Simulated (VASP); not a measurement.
# MgO in VASP: a series of runs

The runs below take MgO through single point, with PBE+D3(BJ).

All numbers are computed with VASP 6.6.1; they aren't measurements. Logs are shortened: lines on timing, memory, paths and dates and some standing lists are left out, and cuts for length are marked.

### Step 1. The cell of the first run

The cell holds a slab with vacuum, 24 atoms: a = 5.951 Å, b = 5.951 Å, c = 22.073 Å, α = 90.00°, β = 90.00°, γ = 120.00°.

### Step 2. Single point, PBE+D3(BJ)

The input, INCAR:

```
SYSTEM = MgO
  ALGO = Normal
  DIPOL = 0.5 0.5 0.499
  EDIFF = 1E-7
  ENCUT = 520
  GGA = PE
  IDIPOL = 3
  ISIF = 2
  ISMEAR = 0
  IVDW = 12
  LASPH = .True.
  LCHARG = .False.
  LDIPOL = .True.
  LREAL = Auto
  LWAVE = .False.
  NBANDS = 66
  NELM = 60
  PREC = Accurate
  SIGMA = 0.05
```

The input, KPOINTS:

```
k-points
0
Gamma
  3 3 1
  0 0 0
```

The input, POSCAR:

```
MgO
1.0
    5.9506164706      0.0000000000      0.0000000000
   -2.9753082353      5.1533850317      0.0000000000
    0.0000000000      0.0000000000     22.0733225033
O Mg
12 12
Direct
    0.1666666667      0.3333333333      0.3624284472
    0.1666666667      0.8333333333      0.3624284472
    0.6666666667      0.3333333333      0.3624284472
    0.6666666667      0.8333333333      0.3624284472
    0.5000000000      0.5000000000      0.4724856894
    0.5000000000      0.0000000000      0.4724856894
    0.0000000000      0.5000000000      0.4724856894
    0.0000000000      0.0000000000      0.4724856894
    0.8333333333      0.6666666667      0.5848021605
    0.8333333333      0.1666666667      0.5848021605
    0.3333333333      0.6666666667      0.5848021605
    0.3333333333      0.1666666667      0.5848021605
    0.3333333333      0.1666666667      0.4174570683
    0.3333333333      0.6666666667      0.4174570683
    0.8333333333      0.1666666667      0.4174570683
    0.8333333333      0.6666666667      0.4174570683
    0.6666666667      0.3333333333      0.5232109988
    0.6666666667      0.8333333333      0.5232109988
    0.1666666667      0.3333333333      0.5232109988
    0.1666666667      0.8333333333      0.5232109988
    0.0000000000      0.5000000000      0.6362165258
    0.0000000000      0.0000000000      0.6362165258
    0.5000000000      0.5000000000      0.6362165258
    0.5000000000      0.0000000000      0.6362165258
```

Potentials or basis: VASP PAW PBE potentials, release 64 (O, Mg).

Launch:

```sh
cat potpaw_PBE.64/O/POTCAR potpaw_PBE.64/Mg/POTCAR > POTCAR
mpirun -np 1 vasp_std > vasp.out
```

OUTCAR:

```text
SYSTEM = MgO
   EDIFF = 1E-7
   ENCUT = 520
   GGA = PE
   ISIF = 2
   ISMEAR = 0
   IVDW = 12
   LASPH = .True.
   LREAL = Auto
   NELM = 60
   PREC = Accurate
 IVDW          = 12

 ion  position               nearest neighbor table
   1  0.167  0.333  0.362-  13 2.10  14 2.10  15 2.10
   2  0.167  0.833  0.362-  14 2.10  13 2.10  16 2.10
   3  0.667  0.333  0.362-  15 2.10  16 2.10  13 2.10
   4  0.667  0.833  0.362-  16 2.10  15 2.10  14 2.10
   5  0.500  0.500  0.472-  18 2.05  19 2.05  17 2.05  13 2.10  16 2.10  14 2.10
   6  0.500  0.000  0.472-  17 2.05  20 2.05  18 2.05  14 2.10  15 2.10  13 2.10
   7  0.000  0.500  0.472-  20 2.05  17 2.05  19 2.05  15 2.10  14 2.10  16 2.10
   8  0.000  0.000  0.472-  19 2.05  18 2.05  20 2.05  16 2.10  13 2.10  15 2.10
   9  0.833  0.667  0.585-  22 2.06  23 2.06  21 2.06  18 2.19  17 2.19  20 2.19
  10  0.833  0.167  0.585-  21 2.06  24 2.06  22 2.06  17 2.19  18 2.19  19 2.19
  11  0.333  0.667  0.585-  24 2.06  21 2.06  23 2.06  20 2.19  19 2.19  18 2.19
  12  0.333  0.167  0.585-  23 2.06  22 2.06  24 2.06  19 2.19  20 2.19  17 2.19
  13  0.333  0.167  0.417-   1 2.10   5 2.10   8 2.10   2 2.10   6 2.10   3 2.10  19 2.90  20 2.90
                            17 2.90  16 2.98  14 2.98  14 2.98  16 2.98  15 2.98  15 2.98
  14  0.333  0.667  0.417-   2 2.10   6 2.10   7 2.10   1 2.10   4 2.10   5 2.10  20 2.90  19 2.90
                            18 2.90  15 2.98  13 2.98  13 2.98  15 2.98  16 2.98  16 2.98
  15  0.833  0.167  0.417-   3 2.10   7 2.10   6 2.10   4 2.10   1 2.10   8 2.10  17 2.90  18 2.90
[... 26 lines left out ...]
 A1 = (   5.9506164706,   0.0000000000,   0.0000000000)
 A2 = (  -2.9753082353,   5.1533850317,   0.0000000000)
 A3 = (   0.0000000000,   0.0000000000,  22.0733225033)

Analysis of symmetry for initial positions (statically):
=====================================================================
 Subroutine PRICEL returns following result:

  LATTYP: Found a hexagonal cell.
 ALAT       =     2.9753082353
 C/A-ratio  =     7.4188355483

  Lattice vectors:

 A1 = (   2.9753082353,   0.0000000000,   0.0000000000)
 A2 = (  -1.4876541176,   2.5766925158,   0.0000000000)
 A3 = (   0.0000000000,   0.0000000000,  22.0733225033)

   4 primitive cells build up your supercell.

 Routine SETGRP: Setting up the symmetry group for a
 hexagonal supercell.

 Subroutine GETGRP returns: Found  6 space group operations
 (whereof  6 operations were pure point group operations)
 out of a pool of 24 trial point group operations.

The static configuration has the point symmetry C_3v.

Analysis of symmetry for dynamics (positions and initial velocities):
=====================================================================
 Subroutine PRICEL returns following result:

  LATTYP: Found a hexagonal cell.
 ALAT       =     2.9753082353
 C/A-ratio  =     7.4188355483

[... 120 lines left out ...]
     AMIX     =   0.40;   BMIX     =  1.00
     AMIX_MAG =   1.60;   BMIX_MAG =  1.00
  volume/ion in A,a.u.               =      28.20       190.33
  Fermi-wavevector in a.u.,A,eV,Ry     =   0.853738  1.613330  9.916853  0.728868
  Thomas-Fermi vector in A             =   1.970226
   LORBIT       =      0    0 simple, 1 ext, 2 COOP (PROOUT), +10 PAW based schemes
   GGA     = PE    functional components
   LHFCALC =     F    Hartree Fock is set to
   AEXX    =    0.0000 exact exchange contribution
   IVDW    =    12    specifies the selected vdW correction
   LEPSILON=     F    determine dielectric tensor
   LRPA    =     F    only Hartree local field effects (RPA)
 non-spin polarized calculation
 Gauss-broadening in eV      SIGMA  =   0.05
  energy-cutoff  :      520.00
  volume of cell :      676.90
 maximum number of plane-waves:     18231
 NGX is ok and might be reduce to    48
   NGX = 23   NGY = 23   NGZ = 83

 dipolmoment           0.000000      0.000000      0.091416 electrons x Angstroem

 number of electron      96.0000015 magnetization

 dipolmoment           0.000000      0.000000     -0.931794 electrons x Angstroem

 Free energy of the ion-electron system (eV)
  ---------------------------------------------------
  ext. energy  EPLUGINS =         0.00000000
  ---------------------------------------------------
  free energy    TOTEN  =      -121.14513865 eV

  energy without entropy =     -121.11082612  energy(sigma->0) =     -121.12798238

 E-fermi :  -3.0884     XC(G=0):  -4.6226

 val. band max:       -3.1239127254   @ k =   0.3333   0.3333   0.0000
 cond. band min:      -3.0726765569   @ k =   0.3333  -0.0000   0.0000
 fundamental gap:      0.0512361685
 Fermi energy:        -3.0883664791

 k-point     1 :       0.0000    0.0000    0.0000
  band No.  band energies     occupation
      1     -23.0021      2.00000
      2     -22.1139      2.00000
      3     -22.1139      2.00000
      4     -22.1139      2.00000
      5     -21.9017      2.00000
      6     -21.1539      2.00000
[... 178 lines left out ...]
     59       2.9097      0.00000
     60       2.9097      0.00000
 [bands above 60 left out]

------------------------ aborting loop because EDIFF is reached ----------------------------------------

 vacuum level on the upper side and lower side of the slab       (xc-potential included)        -2.710         2.660

 Edisp (eV)   -4.99525

 E8    (eV) :    -2.0376

  FORCE on cell =-STRESS in cart. coord.  units (eV):
  Direction    XX          YY          ZZ          XY          YZ          ZX
  --------------------------------------------------------------------------------------
  -------------------------------------------------------------------------------------
  Total       2.36934     2.36934    -0.23680    -0.00000    -0.00000     0.00000
  in kB       5.60809     5.60809    -0.56050    -0.00000    -0.00000     0.00000
  external pressure =        3.55 kB  Pullay stress =        0.00 kB

 VOLUME and BASIS-vectors are now :
 -----------------------------------------------------------------------------
  energy-cutoff  :      520.00
  volume of cell :      676.90
      direct lattice vectors                 reciprocal lattice vectors
     5.950616471  0.000000000  0.000000000     0.168049816  0.097023606  0.000000000
    -2.975308235  5.153385032  0.000000000     0.000000000  0.194047212  0.000000000
     0.000000000  0.000000000 22.073322503     0.000000000  0.000000000  0.045303556

 POSITION                                       TOTAL-FORCE (eV/Angst)
 -----------------------------------------------------------------------------------
      0.00000      1.71780      8.00000        -0.000000     -0.000000      1.310171
     -1.48765      4.29449      8.00000         0.000000     -0.000000      1.310171
      2.97531      1.71780      8.00000        -0.000000     -0.000000      1.310171
      1.48765      4.29449      8.00000        -0.000000     -0.000000      1.310171
      1.48765      2.57669     10.42933         0.000000     -0.000000      1.425071
      2.97531      0.00000     10.42933         0.000000     -0.000000      1.425071
[... 16 lines left out ...]
      1.48765      2.57669     14.04341         0.000000      0.000000     -0.017208
      2.97531      0.00000     14.04341         0.000000      0.000000     -0.017208
 -----------------------------------------------------------------------------------
    total drift:                                0.000000      0.000001     -0.017176

  FREE ENERGIE OF THE ION-ELECTRON SYSTEM (eV)
  ---------------------------------------------------
  free  energy   TOTEN  =      -126.1403928118 eV

  energy  without entropy=     -126.1060802824  energy(sigma->0) =     -126.12323655

 vacuum level on the upper side and lower side of the slab         1.454         6.963
```

stdout:

```text
POSCAR found type information on POSCAR O Mg
 POSCAR found :  2 types and      24 ions
 scaLAPACK will be used
 LDA part: xc-table for (Slater+PW92), standard interpolation
 POSCAR, INCAR and KPOINTS ok, starting setup
 FFT: planning ... GRIDC
 FFT: planning ... GRID_SOFT
 FFT: planning ... GRID
 WAVECAR not read
 entering main loop
```

Wall time 7.8 min (1 thread of Intel Xeon 6975P-C (Granite Rapids), shared host); peak memory 0.74 GiB.

Results:

| Quantity | Value |
| --- | --- |
| Free energy | -126.1404 eV |
| Largest force | 2.721 eV/Å |
| Band gap on the k mesh | zero (band 48 reaches -2.63 eV, above the bottom of band 49 at -3.12 eV) |
| Dispersion energy per atom | -0.208 eV |

Forces in eV/Å, atoms in the order of the input:
```
O    0.000  0.000  1.310
O    0.000  0.000  1.310
O    0.000  0.000  1.310
O    0.000  0.000  1.310
O    0.000  0.000  1.425
O    0.000  0.000  1.425
O    0.000  0.000  1.425
O    0.000  0.000  1.425
O    0.000  0.000 -0.043
O    0.000  0.000 -0.043
O    0.000  0.000 -0.043
O    0.000  0.000 -0.043
Mg   0.000  0.000 -2.721
Mg   0.000  0.000 -2.721
Mg   0.000  0.000 -2.721
Mg   0.000  0.000 -2.721
Mg   0.000  0.000  0.047
Mg   0.000  0.000  0.047
Mg   0.000  0.000  0.047
Mg   0.000  0.000  0.047
Mg   0.000  0.000 -0.017
Mg   0.000  0.000 -0.017
Mg   0.000  0.000 -0.017
Mg   0.000  0.000 -0.017
```

Caveat: the k points lie up to 0.41 Å⁻¹ apart.

### Step 3. Single point, PBE+D3(BJ)

INCAR is that of step 2.

KPOINTS is that of step 2.

The input, POSCAR:

```
MgO
1.0
    5.9506164676      0.0000000000      0.0000000000
   -2.9753082338      5.1533850291      0.0000000000
    0.0000000000      0.0000000000     22.0733225003
O Mg
12 12
Direct
    0.1666666667      0.3333333333      0.3624284473
    0.1666666667      0.8333333333      0.3624284473
    0.6666666667      0.3333333333      0.3624284473
    0.6666666667      0.8333333333      0.3624284473
    0.5000000000      0.5000000000      0.4724856895
    0.5000000000      0.0000000000      0.4724856895
    0.0000000000      0.5000000000      0.4724856895
    0.0000000000      0.0000000000      0.4724856895
    0.8333333333      0.6666666667      0.5848026628
    0.8333333333      0.1666666667      0.5848026628
    0.3333333333      0.6666666667      0.5848026628
    0.3333333333      0.1666666667      0.5848026628
    0.3333333333      0.1666666667      0.4174570684
    0.3333333333      0.6666666667      0.4174570684
    0.8333333333      0.1666666667      0.4174570684
    0.8333333333      0.6666666667      0.4174570684
    0.6666666667      0.3333333333      0.5232112025
    0.6666666667      0.8333333333      0.5232112025
    0.1666666667      0.3333333333      0.5232112025
    0.1666666667      0.8333333333      0.5232112025
    0.0000000000      0.5000000000      0.6362169732
    0.0000000000      0.0000000000      0.6362169732
    0.5000000000      0.5000000000      0.6362169732
    0.5000000000      0.0000000000      0.6362169732
```

Potentials or basis: VASP PAW PBE potentials, release 64 (O, Mg).

Launch:

```sh
cat potpaw_PBE.64/O/POTCAR potpaw_PBE.64/Mg/POTCAR > POTCAR
mpirun -np 1 vasp_std > vasp.out
```

OUTCAR:

```text
SYSTEM = MgO
   EDIFF = 1E-7
   ENCUT = 520
   GGA = PE
   ISIF = 2
   ISMEAR = 0
   IVDW = 12
   LASPH = .True.
   LREAL = Auto
   NELM = 60
   PREC = Accurate
 IVDW          = 12

 ion  position               nearest neighbor table
   1  0.167  0.333  0.362-  13 2.10  14 2.10  15 2.10
   2  0.167  0.833  0.362-  14 2.10  13 2.10  16 2.10
   3  0.667  0.333  0.362-  15 2.10  16 2.10  13 2.10
   4  0.667  0.833  0.362-  16 2.10  15 2.10  14 2.10
   5  0.500  0.500  0.472-  18 2.05  19 2.05  17 2.05  13 2.10  16 2.10  14 2.10
   6  0.500  0.000  0.472-  17 2.05  20 2.05  18 2.05  14 2.10  15 2.10  13 2.10
   7  0.000  0.500  0.472-  20 2.05  17 2.05  19 2.05  15 2.10  14 2.10  16 2.10
   8  0.000  0.000  0.472-  19 2.05  18 2.05  20 2.05  16 2.10  13 2.10  15 2.10
   9  0.833  0.667  0.585-  22 2.06  23 2.06  21 2.06  18 2.19  17 2.19  20 2.19
  10  0.833  0.167  0.585-  21 2.06  24 2.06  22 2.06  17 2.19  18 2.19  19 2.19
  11  0.333  0.667  0.585-  24 2.06  21 2.06  23 2.06  20 2.19  19 2.19  18 2.19
  12  0.333  0.167  0.585-  23 2.06  22 2.06  24 2.06  19 2.19  20 2.19  17 2.19
  13  0.333  0.167  0.417-   1 2.10   5 2.10   8 2.10   2 2.10   6 2.10   3 2.10  19 2.90  20 2.90
                            17 2.90  16 2.98  14 2.98  14 2.98  16 2.98  15 2.98  15 2.98
  14  0.333  0.667  0.417-   2 2.10   6 2.10   7 2.10   1 2.10   4 2.10   5 2.10  20 2.90  19 2.90
[... 417 lines left out ...]

 vacuum level on the upper side and lower side of the slab       (xc-potential included)        -2.707         2.662

 Edisp (eV)   -4.99525

 E8    (eV) :    -2.0376

  FORCE on cell =-STRESS in cart. coord.  units (eV):
  Direction    XX          YY          ZZ          XY          YZ          ZX
  --------------------------------------------------------------------------------------
  -------------------------------------------------------------------------------------
  Total       2.37068     2.37068    -0.23635     0.00000     0.00000     0.00000
  in kB       5.61127     5.61127    -0.55942     0.00000     0.00000     0.00000
  external pressure =        3.55 kB  Pullay stress =        0.00 kB

 VOLUME and BASIS-vectors are now :
 -----------------------------------------------------------------------------
  energy-cutoff  :      520.00
  volume of cell :      676.90
      direct lattice vectors                 reciprocal lattice vectors
     5.950616468  0.000000000  0.000000000     0.168049816  0.097023606  0.000000000
    -2.975308234  5.153385029  0.000000000     0.000000000  0.194047213  0.000000000
     0.000000000  0.000000000 22.073322500     0.000000000  0.000000000  0.045303556

 POSITION                                       TOTAL-FORCE (eV/Angst)
 -----------------------------------------------------------------------------------
      0.00000      1.71780      8.00000         0.000000     -0.000000      1.310265
     -1.48765      4.29449      8.00000        -0.000000      0.000000      1.310265
      2.97531      1.71780      8.00000        -0.000000     -0.000000      1.310265
      1.48765      4.29449      8.00000         0.000000      0.000000      1.310265
      1.48765      2.57669     10.42933         0.000000     -0.000000      1.425127
      2.97531      0.00000     10.42933         0.000000     -0.000000      1.425127
[... 16 lines left out ...]
      1.48765      2.57669     14.04342         0.000000     -0.000000     -0.017254
      2.97531      0.00000     14.04342         0.000000     -0.000000     -0.017254
 -----------------------------------------------------------------------------------
    total drift:                                0.000000      0.000001     -0.017158

  FREE ENERGIE OF THE ION-ELECTRON SYSTEM (eV)
  ---------------------------------------------------
  free  energy   TOTEN  =      -126.1403909226 eV

  energy  without entropy=     -126.1060814049  energy(sigma->0) =     -126.12323616

 vacuum level on the upper side and lower side of the slab         1.467         6.969
```

Wall time 6.6 min (1 thread of Intel Xeon Platinum 8488C (Sapphire Rapids), shared host); peak memory 0.74 GiB.

What came out:

- Free energy: -126.1404 eV
- Largest force: 2.721 eV/Å
- Band gap on the k mesh: zero (band 48 reaches -2.63 eV, above the bottom of band 49 at -3.12 eV)
- Dispersion energy per atom: -0.208 eV

Forces in eV/Å, atoms in the order of the input:
```
O    0.000  0.000  1.310
O    0.000  0.000  1.310
O    0.000  0.000  1.310
O    0.000  0.000  1.310
O    0.000  0.000  1.425
O    0.000  0.000  1.425
O    0.000  0.000  1.425
O    0.000  0.000  1.425
O    0.000  0.000 -0.044
O    0.000  0.000 -0.044
O    0.000  0.000 -0.044
O    0.000  0.000 -0.044
Mg   0.000  0.000 -2.721
Mg   0.000  0.000 -2.721
Mg   0.000  0.000 -2.721
Mg   0.000  0.000 -2.721
Mg   0.000  0.000  0.047
Mg   0.000  0.000  0.047
Mg   0.000  0.000  0.047
Mg   0.000  0.000  0.047
Mg   0.000  0.000 -0.017
Mg   0.000  0.000 -0.017
Mg   0.000  0.000 -0.017
Mg   0.000  0.000 -0.017
```

Caveat: the k points lie up to 0.41 Å⁻¹ apart.

### Step 4. Single point, PBE+D3(BJ)

This run uses another cell than the first one, of 30.76 Å³/atom, 1.091 times its volume.

The input, INCAR:

```
SYSTEM = MgO
PREC = Accurate
ENCUT = 520
EDIFF = 1E-6
ISMEAR = 0
SIGMA = 0.05
LREAL = Auto
LASPH = .True.
NELM = 80
ALGO = Normal
ISIF = 2
LWAVE = .False.
LCHARG = .False.
LDIPOL = .True.
IDIPOL = 3
DIPOL = 0.5 0.5 0.458
GGA = PE
IVDW = 12
NBANDS = 66
```

The input, KPOINTS:

```
Automatic mesh
0
Gamma
  3 3 1
  0 0 0
```

The input, POSCAR:

```
MgO
1.0
    5.9506164706      0.0000000000      0.0000000000
   -2.9753082353      5.1533850317      0.0000000000
    0.0000000000      0.0000000000     24.0733225033
O Mg
12 12
Direct
    0.1666666667      0.3333333333      0.3323180670
    0.1666666667      0.8333333333      0.3323180670
    0.6666666667      0.3333333333      0.3323180670
    0.6666666667      0.8333333333      0.3323180670
    0.5000000000      0.5000000000      0.4332318067
    0.5000000000      0.0000000000      0.4332318067
    0.0000000000      0.5000000000      0.4332318067
    0.0000000000      0.0000000000      0.4332318067
    0.8346064930      0.6654044360      0.5386293019
    0.8364068432      0.1684219048      0.5368359605
    0.3315828321      0.6636006686      0.5368361748
    0.3319385703      0.1680593533      0.5330780669
    0.3333333333      0.1666666667      0.3827749368
    0.3333333333      0.6666666667      0.3827749368
    0.8333333333      0.1666666667      0.3827749368
    0.8333333333      0.6666666667      0.3827749368
    0.6677090691      0.3347586928      0.4795585891
    0.6673496594      0.8326528092      0.4793844186
    0.1662213122      0.3337793696      0.4801071279
    0.1652420850      0.8322909131      0.4795587100
   -0.0027216406      0.5027233483      0.5894350094
    0.0068945881      0.0034277615      0.5813726521
    0.4965777851      0.4931142946      0.5813715926
    0.4992760879      0.0007320320      0.5773625974
```

Launch:

```sh
cat potpaw_PBE.64/O/POTCAR potpaw_PBE.64/Mg/POTCAR > POTCAR
mpirun -np 1 vasp_std > vasp.out
```

It took 32 min on 1 thread of Intel Xeon Platinum 8375C at 2.90GHz (Ice Lake), shared host; peak memory 0.84 GiB.

The run converged. Its results:

| Item | Value |
| --- | --- |
| Free energy | -126.0179 eV |
| Largest force | 2.852 eV/Å |
| Band gap on the k mesh | zero (band 48 reaches -2.95 eV, above the bottom of band 49 at -3.45 eV) |
| Dispersion energy per atom | -0.209 eV |

Forces on the atoms (eV/Å):
```
O    0.000  0.000  1.360
O    0.000  0.000  1.356
O    0.000  0.000  1.356
O    0.000  0.000  1.345
O    0.029  0.080  1.491
O    0.055 -0.032  1.529
O   -0.029  0.017  1.500
O   -0.055 -0.065  1.491
O   -0.023  0.013 -0.454
O   -0.035  0.041 -0.267
O   -0.053  0.010 -0.267
O    0.162 -0.094  0.017
Mg  -0.007  0.004 -2.787
Mg   0.005 -0.004 -2.810
Mg   0.005 -0.002 -2.810
Mg  -0.004  0.002 -2.852
Mg   0.100  0.022 -0.067
Mg  -0.022  0.013 -0.039
Mg  -0.104  0.060 -0.091
Mg   0.031 -0.098 -0.067
Mg   0.218 -0.126 -0.330
Mg  -0.219 -0.023  0.344
Mg  -0.089  0.201  0.344
Mg   0.036 -0.021  0.710
```

Levels at points of the mesh, in eV from the Fermi level:
```tsv
k point	band 45	band 46	band 47	band 48	band 49	band 50
(0.00, 0.00, 0.00)	-0.06	-0.06	-0.06	0.46	0.46	1.70
```

Caveat: the k points lie up to 0.41 Å⁻¹ apart.

(Part 1 of 2 ends here.)
